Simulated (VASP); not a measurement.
Set up this calculation in VASP 6.6.1, as the native input.

```yaml
Task: single point
Functional: PBE
Potentials_or_basis: VASP PAW PBE potentials, release 64 (Mg, Ge_d, N)
Cutoff: 520 eV
k_mesh: 6 × 6 × 6
Occupations: gaussian, width 0.1 eV
Spin: no spin polarisation
Dipole_correction: no
Further_INCAR_settings: ALGO = Normal; EDIFF = 1e-07; NBANDS = 32
```

The structure of MgGe3N lies in POSCAR:

```
MgGe3N
1.0
    3.4692854253      2.0029928742      2.1465873114
   -3.4692854253      2.0029928742      2.1465873114
    0.0000000000     -4.0059857484      2.1465873114
Mg Ge N
1 3 1
Direct
    0.9238067162      0.9238067162      0.9238067162
    0.8408518224      0.3746880867      0.3746880867
    0.3746880867      0.8408518224      0.3746880867
    0.3746880867      0.3746880867      0.8408518224
    0.6109293182      0.6109293182      0.6109293182
```

The cell was generated, and may not be a known phase.

One way to write it, as run:

INCAR

```
PREC     = Accurate       # precision mode
ENCUT    = 520            # plane-wave cutoff, eV
EDIFF    = 1E-7           # SCF threshold, eV
ISMEAR   = 0              # smearing method
SIGMA    = 0.1            # smearing width, eV
LREAL    = False          # projectors in reciprocal space
LASPH    = True           # aspherical terms in the spheres
NELM     = 60             # most SCF steps
ALGO     = Normal         # electronic algorithm
ISIF     = 2              # what is computed and relaxed
LWAVE    = False          # write WAVECAR
LCHARG   = False          # write CHGCAR
GGA      = PE             # functional
NBANDS   = 32             # bands
```

KPOINTS

```
Automatic mesh
0
Gamma
  6 6 6
```

Potentials or basis: VASP PAW PBE potentials, release 64 (Mg, Ge_d, N).

Run with:

```sh
$ cat potpaw_PBE.64/Mg/POTCAR potpaw_PBE.64/Ge_d/POTCAR potpaw_PBE.64/N/POTCAR > POTCAR
$ mpirun -np 1 vasp_std > vasp.out
```

It gave:

```yaml
Pressure: -0.1 GPa
Largest_force: 0.015 eV/Å
Band_gap_on_the_k_mesh: zero (an odd number of electrons rules out a gap without spin polarisation)
```

Caveat: an odd number of electrons without spin polarisation forces a metal; a magnetic or distorted state may lie lower.

Wall time 65 s on 1 thread of AMD EPYC 9R14 (Zen 4), with other jobs on the host, peak memory 0.22 GiB.
